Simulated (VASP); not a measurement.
# CdTe (gw) (F-43m) in VASP: single point with PBEsol

Aim: the single point of CdTe (gw) with PBEsol.

Everything below comes from runs of VASP 6.6.1. Logs are shortened: lines on timing, memory, paths and dates and some standing lists are left out, and cuts for length are marked.

## 1. The cell of the first run

Symmetry: F-43m, No. 216, cubic system. The conventional cell has a = 6.491 Å, b = 6.491 Å, c = 6.491 Å, α = 90.00°, β = 90.00°, γ = 90.00°. Cd (site symmetry -43m) has 4 Te at 2.81 Å within 3.7 Å. Within 3.7 Å of Te (site symmetry -43m) lie 4 Cd at 2.81 Å.

## 2. Single point, PBEsol

Contents of INCAR:

```
ALGO = Normal
EDIFF = 1E-6
ENCUT = 500
GGA = PS
GGA_COMPAT = F
ISIF = 2
ISMEAR = 0
LASPH = T
LCHARG = F
LREAL = F
LWAVE = F
NBANDS = 16
NELM = 120
PREC = Accurate
SIGMA = 0.01
```

Contents of KPOINTS:

```
k-points
0
Gamma
  4 4 4
```

Contents of POSCAR:

```
CdTe
1.0
    0.0000000000      3.2452746397      3.2452746397
    3.2452746397      0.0000000000      3.2452746397
    3.2452746397      3.2452746397      0.0000000000
Cd Te
1 1
Direct
    0.0000000000      0.0000000000      0.0000000000
    0.2500000000      0.2500000000      0.2500000000
```

Potentials or basis: VASP PAW PBE potentials, release 64 (Cd, Te).

Started as:

```bash
cat potpaw_PBE.64/Cd/POTCAR potpaw_PBE.64/Te/POTCAR > POTCAR
mpirun -np 1 vasp_std > vasp.out
```

OUTCAR:

```text
EDIFF = 1E-6
   ENCUT = 500
   GGA = PS
   ISIF = 2
   ISMEAR = 0
   LASPH = T
   LREAL = F
   NELM = 120
   PREC = Accurate

 ion  position               nearest neighbor table
   1  0.000  0.000  0.000-   2 2.81   2 2.81   2 2.81   2 2.81
   2  0.250  0.250  0.250-   1 2.81   1 2.81   1 2.81   1 2.81

  LATTYP: Found a face centered cubic cell.
 ALAT       =     6.4905492794

  Lattice vectors:

 A1 = (   0.0000000000,   3.2452746397,   3.2452746397)
 A2 = (   3.2452746397,   0.0000000000,   3.2452746397)
 A3 = (   3.2452746397,   3.2452746397,   0.0000000000)

Analysis of symmetry for initial positions (statically):
=====================================================================
 Subroutine PRICEL returns:
 Original cell was already a primitive cell.

 Routine SETGRP: Setting up the symmetry group for a
 face centered cubic supercell.

 Subroutine GETGRP returns: Found 24 space group operations
 (whereof 24 operations were pure point group operations)
 out of a pool of 48 trial point group operations.

The static configuration has the point symmetry T_d .

Analysis of symmetry for dynamics (positions and initial velocities):
=====================================================================
 Subroutine PRICEL returns:
 Original cell was already a primitive cell.

 Routine SETGRP: Setting up the symmetry group for a
 face centered cubic supercell.

 Subroutine GETGRP returns: Found 24 space group operations
 (whereof 24 operations were pure point group operations)
 out of a pool of 48 trial point group operations.

The dynamic configuration has the point symmetry T_d .

 Subroutine INISYM returns: Found 24 space group operations
 (whereof 24 operations are pure point group operations),
 and found     1 'primitive' translations

----------------------------------------------------------------------------------------

                                     Primitive cell

  volume of cell :      68.3572

  direct lattice vectors                    reciprocal lattice vectors
     0.000000000  3.245274640  3.245274640    -0.154070165  0.154070165  0.154070165
     3.245274640  0.000000000  3.245274640     0.154070165 -0.154070165  0.154070165
     3.245274640  3.245274640  0.000000000     0.154070165  0.154070165 -0.154070165

  length of vectors
     4.589511409  4.589511409  4.589511409     0.266857354  0.266857354  0.266857354

  position of ions in fractional coordinates (direct lattice)
     0.000000000  0.000000000  0.000000000
     0.250000000  0.250000000  0.250000000

  ion indices of the primitive-cell ions
   primitive index   ion index
                 1           1
                 2           2

----------------------------------------------------------------------------------------

 KPOINTS: k-points

Automatic generation of k-mesh.
 Grid dimensions read from file:
 generate k-points for:    4    4    4

 Generating k-lattice:

  Cartesian coordinates                     Fractional coordinates (reciprocal lattice)
    -0.038517541  0.038517541  0.038517541     0.250000000  0.000000000  0.000000000
     0.038517541 -0.038517541  0.038517541     0.000000000  0.250000000  0.000000000
     0.038517541  0.038517541 -0.038517541     0.000000000  0.000000000  0.250000000

  Length of vectors
     0.066714339  0.066714339  0.066714339

  Shift w.r.t. Gamma in fractional coordinates (k-lattice)
     0.000000000  0.000000000  0.000000000

 Subroutine IBZKPT returns following result:
 ===========================================

 Found      8 irreducible k-points:

 Following reciprocal coordinates:
            Coordinates               Weight
  0.000000  0.000000  0.000000      1.000000
  0.250000  0.000000  0.000000      8.000000
  0.500000  0.000000  0.000000      4.000000
  0.250000  0.250000  0.000000      6.000000
  0.500000  0.250000  0.000000     24.000000
 -0.250000  0.250000  0.000000     12.000000
  0.500000  0.500000  0.000000      3.000000
 -0.250000  0.500000  0.250000      6.000000
   k-points           NKPTS =      8   k-points in BZ     NKDIM =      8   number of bands    NBANDS=     16
   number of dos      NEDOS =    301   number of ions     NIONS =      2
   total plane-waves  NPLWV =  46656
   dimension x,y,z NGX =    36 NGY =   36 NGZ =   36
   dimension x,y,z NGXF=    72 NGYF=   72 NGZF=   72
   ions per type =               1   1
   NGX,Y,Z   is equivalent  to a cutoff of  13.04, 13.04, 13.04 a.u.
   NGXF,Y,Z  is equivalent  to a cutoff of  26.08, 26.08, 26.08 a.u.
 SYSTEM =  unknown system
   PREC   = accura    normal or accurate (medium, high low for compatibility)
   ISTART =      0    job   : 0-new  1-cont  2-samecut
   ICHARG =      2    charge: 1-file 2-atom 10-const
   ISPIN  =      1    spin polarized calculation?
   LNONCOLLINEAR =      F non collinear calculations
   LSORBIT =      F    spin-orbit coupling
   LASPH  =      T    aspherical Exc in radial PAW
   ENCUT  =  500.0 eV  36.75 Ry    6.06 a.u.   8.37  8.37  8.37*2*pi/ulx,y,z
   NELM   =    120;   NELMIN=  2; NELMDL= -5     # of ELM steps
   EDIFF  = 0.1E-05   stopping-criterion for ELM
   LREAL  =      F    real-space projection
[... 7 lines left out ...]
   TEBEG  =    0.0;   TEEND  =   0.0 temperature during run
   PSTRESS=    0.0 pullay stress
   NELECT =      18.0000    total number of electrons
   NUPDOWN=      -1.0000    fix difference up-down
   EMIN   =  10.00;   EMAX   =-10.00  energy-range for DOS
   EFERMI =   0.00;   METHOD = LEGACY
   ISMEAR =     0;   SIGMA  =   0.01  broadening in eV -4-tet -1-fermi 0-gaus
   EFERMI_NEDOS =   21; number of points for ismear=-14 and -15
   IALGO  =     38    algorithm
   IMIX   =      4    mixing-type and parameters
     AMIX     =   0.40;   BMIX     =  1.00
     AMIX_MAG =   1.60;   BMIX_MAG =  1.00
  volume/ion in A,a.u.               =      34.18       230.65
  Fermi-wavevector in a.u.,A,eV,Ry     =   1.049311  1.982910 14.980742  1.101054
  Thomas-Fermi vector in A             =   2.184268
   LORBIT       =      0    0 simple, 1 ext, 2 COOP (PROOUT), +10 PAW based schemes
   GGA     = PS    functional components
   LHFCALC =     F    Hartree Fock is set to
   AEXX    =    0.0000 exact exchange contribution
   IVDW    =     0    specifies the selected vdW correction
   LEPSILON=     F    determine dielectric tensor
   LRPA    =     F    only Hartree local field effects (RPA)
 non-spin polarized calculation
 Gauss-broadening in eV      SIGMA  =   0.01
  energy-cutoff  :      500.00
  volume of cell :       68.36
 maximum number of plane-waves:      1807
 NGX is ok and might be reduce to    36
   NGX = 17   NGY = 17   NGZ = 17

 number of electron      17.9999997 magnetization

 Free energy of the ion-electron system (eV)
  ---------------------------------------------------
  ext. energy  EPLUGINS =         0.00000000
  ---------------------------------------------------
  free energy    TOTEN  =        -5.42323095 eV

  energy without entropy =       -5.42323095  energy(sigma->0) =       -5.42323095

 E-fermi :   2.2940     XC(G=0):  -8.7479

 val. band max:        2.1998829506   @ k =   0.0000   0.0000   0.0000
 cond. band min:       2.8345751062   @ k =   0.0000   0.0000   0.0000
 fundamental gap:      0.6346921556
 Fermi energy:         2.2939746918

 k-point     1 :       0.0000    0.0000    0.0000
  band No.  band energies     occupation
      1      -8.9822      2.00000
      2      -6.0730      2.00000
      3      -6.0730      2.00000
      4      -6.0730      2.00000
      5      -5.8139      2.00000
      6      -5.8139      2.00000
[... 8 lines left out ...]
     15      11.5212      0.00000
     16      11.5212      0.00000

 k-point     2 :       0.2500    0.0000    0.0000
  band No.  band energies     occupation
      1      -8.7802      2.00000
      2      -6.0374      2.00000
      3      -6.0374      2.00000
      4      -5.8776      2.00000
      5      -5.8143      2.00000
      6      -5.8143      2.00000
[... 8 lines left out ...]
     15      10.5704      0.00000
     16      10.5704      0.00000

 k-point     3 :       0.5000    0.0000    0.0000
  band No.  band energies     occupation
      1      -8.5803      2.00000
      2      -6.0101      2.00000
      3      -6.0101      2.00000
      4      -5.8048      2.00000
      5      -5.8048      2.00000
      6      -5.4664      2.00000
[... 8 lines left out ...]
     15      12.4351      0.00000
     16      12.4351      0.00000

 k-point     4 :       0.2500    0.2500    0.0000
  band No.  band energies     occupation
      1      -8.7147      2.00000
      2      -5.9960      2.00000
      3      -5.9960      2.00000
      4      -5.9165      2.00000
      5      -5.7985      2.00000
      6      -5.7869      2.00000
[... 8 lines left out ...]
     15      12.0545      0.00000
     16      12.6899      0.00000

 k-point     5 :       0.5000    0.2500    0.0000
  band No.  band energies     occupation
      1      -8.5200      2.00000
      2      -5.9773      2.00000
      3      -5.9580      2.00000
      4      -5.8551      2.00000
      5      -5.7978      2.00000
      6      -5.4129      2.00000
[... 8 lines left out ...]
     15      12.6575      0.00000
     16      13.0935      0.00000

 k-point     6 :      -0.2500    0.2500    0.0000
  band No.  band energies     occupation
      1      -8.5833      2.00000
      2      -5.9933      2.00000
      3      -5.9920      2.00000
      4      -5.8220      2.00000
      5      -5.8214      2.00000
      6      -5.5439      2.00000
[... 8 lines left out ...]
     15      11.6141      0.00000
     16      13.1890      0.00000

 k-point     7 :       0.5000    0.5000    0.0000
  band No.  band energies     occupation
      1      -8.4579      2.00000
      2      -5.9195      2.00000
      3      -5.9097      2.00000
      4      -5.9097      2.00000
      5      -5.7832      2.00000
      6      -5.3296      2.00000
[... 8 lines left out ...]
     15      12.9975      0.00000
     16      13.6949      0.00000

 k-point     8 :      -0.2500    0.5000    0.2500
  band No.  band energies     occupation
      1      -8.4595      2.00000
      2      -5.9508      2.00000
      3      -5.9457      2.00000
      4      -5.8434      2.00000
      5      -5.8137      2.00000
      6      -5.2468      2.00000
[... 8 lines left out ...]
     15      13.2526      0.00000
     16      13.3747      0.00000

------------------------ aborting loop because EDIFF is reached ----------------------------------------

  FORCE on cell =-STRESS in cart. coord.  units (eV):
  Direction    XX          YY          ZZ          XY          YZ          ZX
  --------------------------------------------------------------------------------------
  -------------------------------------------------------------------------------------
  Total        0.1613344      0.1613344      0.1613344     -0.0000000      0.0000000     -0.0000000
  in kB        3.7814041      3.7814041      3.7814041     -0.0000000      0.0000000     -0.0000000
  external PRESSURE =       3.7814041 kB  Pullay stress =       0.0000000 kB

 VOLUME and BASIS-vectors are now :
 -----------------------------------------------------------------------------
  energy-cutoff  :      500.00
  volume of cell :       68.36
      direct lattice vectors                 reciprocal lattice vectors
     0.000000000  3.245274640  3.245274640    -0.154070165  0.154070165  0.154070165
     3.245274640  0.000000000  3.245274640     0.154070165 -0.154070165  0.154070165
     3.245274640  3.245274640  0.000000000     0.154070165  0.154070165 -0.154070165

 POSITION                                       TOTAL-FORCE (eV/Angst)
 -----------------------------------------------------------------------------------
      0.00000      0.00000      0.00000        -0.000000     -0.000000     -0.000000
      1.62264      1.62264      1.62264         0.000000      0.000000      0.000000
 -----------------------------------------------------------------------------------
    total drift:                                0.000000      0.000000      0.000000

  FREE ENERGIE OF THE ION-ELECTRON SYSTEM (eV)
  ---------------------------------------------------
  free  energy   TOTEN  =        -5.4232309465 eV

  energy  without entropy=       -5.4232309465  energy(sigma->0) =       -5.42323095
```

Run time: 8.7 s. Hardware: 1 thread of AMD EPYC 7R13 (Zen 3), shared host; peak memory 0.17 GiB.

What came out:

```yaml
Free_energy: -5.4232 eV
Pressure: 0.4 GPa
Band_gap_on_the_k_mesh: 0.63 eV, direct
```

Levels at points of the mesh, in eV from the valence-band top:
```tsv
k point	band 6	band 7	band 8	band 9	band 10	band 11	band 12	band 13
(0.00, 0.00, 0.00)	-8.01	0.00	0.00	0.00	0.63	4.53	4.53	4.53
(0.50, 0.00, 0.00)	-7.67	-4.46	-0.78	-0.78	1.71	5.11	5.11	6.92
(0.50, 0.50, 0.00)	-7.53	-4.34	-1.88	-1.88	2.48	2.59	8.70	9.03
```

Caveat: the PAW data sets were made with another functional, which shifts forces and pressure a little; spin-orbit coupling is left out, which moves the levels of the heavy elements. PBEsol gaps usually lie below the measured ones, often by a third to a half.
